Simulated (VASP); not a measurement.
# ScB2N3 (R-3m) in VASP: notebook, part 2 of 2

VASP 6.6.1. Earlier steps stand in the parts before.

## 3. Single point, PBE

This run uses another cell than the first one, of 12.81 Å³/atom, 1.071 times its volume.

INCAR

```
PREC = Accurate
ENCUT = 520
EDIFF = 1E-6
ISMEAR = 0
SIGMA = 0.1
LREAL = F
LASPH = T
NELM = 100
ALGO = Normal
ISIF = 2
LWAVE = F
LCHARG = F
GGA = PE
NBANDS = 25
```

KPOINTS

```
regular mesh
0
Gamma
  6 6 6
```

POSCAR

```
ScB2N3
1.0
    2.4479231789      1.4133091077      3.7013713380
   -2.4479231789      1.4133091077      3.7013713380
    0.0000000000     -2.8266182112      3.7013713396
Sc B N
1 2 3
Direct
    0.5000000000      0.5000000000      0.5000000000
    0.6948916360      0.6948916360      0.6948916360
    0.3051083640      0.3051083640      0.3051083640
    0.5000000000      0.5000000000      0.0000000000
    0.0000000000      0.5000000000      0.5000000000
    0.5000000000      0.0000000000      0.5000000000
```

Potentials or basis: VASP PAW PBE potentials, release 64 (Sc_sv, B, N).

Run with:

```bash
> cat potpaw_PBE.64/Sc_sv/POTCAR potpaw_PBE.64/B/POTCAR potpaw_PBE.64/N/POTCAR > POTCAR
> mpirun -np 1 vasp_std > vasp.out
```

OUTCAR:

```text
PREC = Accurate
   ENCUT = 520
   EDIFF = 1E-6
   ISMEAR = 0
   LREAL = F
   LASPH = T
   NELM = 100
   ISIF = 2
   GGA = PE

 ion  position               nearest neighbor table
   1  0.500  0.500  0.500-   2 2.16   3 2.16   5 2.33   6 2.33   6 2.33   5 2.33   4 2.33   4 2.33

   2  0.695  0.695  0.695-   5 1.45   6 1.45   4 1.45   1 2.16
   3  0.305  0.305  0.305-   5 1.45   6 1.45   4 1.45   1 2.16
   4  0.500  0.500  0.000-   2 1.45   3 1.45   1 2.33   1 2.33
   5  0.000  0.500  0.500-   2 1.45   3 1.45   1 2.33   1 2.33
   6  0.500  0.000  0.500-   2 1.45   3 1.45   1 2.33   1 2.33

  LATTYP: Found a trigonal (rhomboedric) cell.
 ALAT       =     4.6572438529
 COS(alpha) =     0.4474550570

  Lattice vectors:

 A1 = (   2.4479231789,   1.4133091077,   3.7013713380)
 A2 = (  -2.4479231789,   1.4133091077,   3.7013713380)
 A3 = (   0.0000000000,  -2.8266182112,   3.7013713396)

Analysis of symmetry for initial positions (statically):
=====================================================================
 Subroutine PRICEL returns:
 Original cell was already a primitive cell.
[... 175 lines left out ...]
  free energy    TOTEN  =       -47.22629074 eV

  energy without entropy =      -47.20620350  energy(sigma->0) =      -47.21624712

 E-fermi :   3.0579     XC(G=0):  -9.2542

 val. band max:        3.0459812369   @ k =   0.3333   0.1667   0.0000
 cond. band min:       3.0599002179   @ k =   0.5000   0.3333   0.1667
 fundamental gap:      0.0139189810
 Fermi energy:         3.0579162150

 k-point     1 :       0.0000    0.0000    0.0000
  band No.  band energies     occupation
      1     -47.1027      2.00000
      2     -25.8536      2.00000
      3     -25.7601      2.00000
      4     -25.7601      2.00000
      5     -15.0532      2.00000
      6     -12.0027      2.00000
[... 661 lines left out ...]
     24       9.6977      0.00000
     25      10.7419      0.00000

 [... further k-points ...]
[... 5 lines left out ...]
  --------------------------------------------------------------------------------------
  -------------------------------------------------------------------------------------
  Total        0.1247398      0.1247398      0.2707495      0.0000000      0.0000000      0.0000000
  in kB        2.6011593      2.6011593      5.6458516      0.0000000      0.0000000      0.0000000
  external PRESSURE =       3.6160567 kB  Pullay stress =       0.0000000 kB

 VOLUME and BASIS-vectors are now :
 -----------------------------------------------------------------------------
  energy-cutoff  :      520.00
  volume of cell :       76.83
      direct lattice vectors                 reciprocal lattice vectors
     2.447923179  1.413309108  3.701371338     0.204254776  0.117926550  0.090056712
    -2.447923179  1.413309108  3.701371338    -0.204254776  0.117926550  0.090056712
     0.000000000 -2.826618211  3.701371340     0.000000000 -0.235853100  0.090056712

 POSITION                                       TOTAL-FORCE (eV/Angst)
 -----------------------------------------------------------------------------------
      0.00000      0.00000      5.55206        -0.000000     -0.000000     -0.000000
      0.00000      0.00000      7.71616         0.000000      0.000000      0.025028
      0.00000      0.00000      3.38796         0.000000     -0.000000     -0.025028
      0.00000      1.41331      3.70137        -0.000000     -0.000000     -0.000000
     -1.22396     -0.70665      3.70137         0.000000      0.000000     -0.000000
      1.22396     -0.70665      3.70137         0.000000     -0.000000     -0.000000
 -----------------------------------------------------------------------------------
    total drift:                               -0.000000     -0.000000      0.000000

  FREE ENERGIE OF THE ION-ELECTRON SYSTEM (eV)
  ---------------------------------------------------
  free  energy   TOTEN  =       -47.2262907413 eV

  energy  without entropy=      -47.2062035038  energy(sigma->0) =      -47.21624712
```

OSZICAR:

```text
N       E                     dE             d eps       ncg     rms          rms(c)
DAV:   1     0.357599032168E+03    0.35760E+03   -0.15171E+04  1616   0.125E+03
DAV:   2    -0.158648048107E+02   -0.37346E+03   -0.34720E+03  1818   0.389E+02
DAV:   3    -0.571526492483E+02   -0.41288E+02   -0.38145E+02  2415   0.130E+02
DAV:   4    -0.589012917119E+02   -0.17486E+01   -0.17319E+01  2358   0.285E+01
DAV:   5    -0.589383767722E+02   -0.37085E-01   -0.37060E-01  2208   0.333E+00    0.182E+01
DAV:   6    -0.478903348049E+02    0.11048E+02   -0.28969E+01  2488   0.439E+01    0.792E+00
DAV:   7    -0.474627957506E+02    0.42754E+00   -0.24755E+00  2174   0.131E+01    0.500E+00
DAV:   8    -0.473847925893E+02    0.78003E-01   -0.11067E+00  2504   0.113E+01    0.298E+00
DAV:   9    -0.472255634993E+02    0.15923E+00   -0.25737E-01  2391   0.724E+00    0.603E-01
DAV:  10    -0.472250367976E+02    0.52670E-03   -0.20064E-02  2136   0.980E-01    0.282E-01
DAV:  11    -0.472262774596E+02   -0.12407E-02   -0.23546E-03  2375   0.531E-01    0.143E-01
DAV:  12    -0.472261928570E+02    0.84603E-04   -0.55398E-04  2192   0.299E-01    0.432E-02
DAV:  13    -0.472262863528E+02   -0.93496E-04   -0.13587E-04  1822   0.678E-02    0.143E-02
DAV:  14    -0.472262915244E+02   -0.51716E-05   -0.21501E-05  2232   0.559E-02    0.790E-03
DAV:  15    -0.472262907413E+02    0.78306E-06   -0.21304E-06  1712   0.167E-02
   1 F= -.47226291E+02 E0= -.47216247E+02  d E =-.200872E-01
```

stdout:

```text
POSCAR found type information on POSCAR ScB N
 POSCAR found :  3 types and       6 ions
 scaLAPACK will be used
 LDA part: xc-table for (Slater+PW92), standard interpolation
 POSCAR, INCAR and KPOINTS ok, starting setup
 FFT: planning ... GRIDC
 FFT: planning ... GRID_SOFT
 FFT: planning ... GRID
 WAVECAR not read
 entering main loop
```

It took 36 s on 1 thread of AMD EPYC 9R45 (Zen 5), shared host; peak memory 0.2 GiB.

Results:

```yaml
Free_energy: -47.2263 eV
Pressure: 0.4 GPa
Largest_force: 0.025 eV/Å
Band_gap_on_the_k_mesh: zero (band 16 reaches 3.81 eV, above the bottom of band 17 at 2.94 eV)
```

Forces on the atoms (eV/Å):
```
Sc   0.000  0.000  0.000
B    0.000  0.000  0.025
B    0.000  0.000 -0.025
N    0.000  0.000  0.000
N    0.000  0.000  0.000
N    0.000  0.000  0.000
```

Stress tensor (GPa, compression positive):
```
0.26 0.00 0.00
0.00 0.26 0.00
0.00 0.00 0.56
```
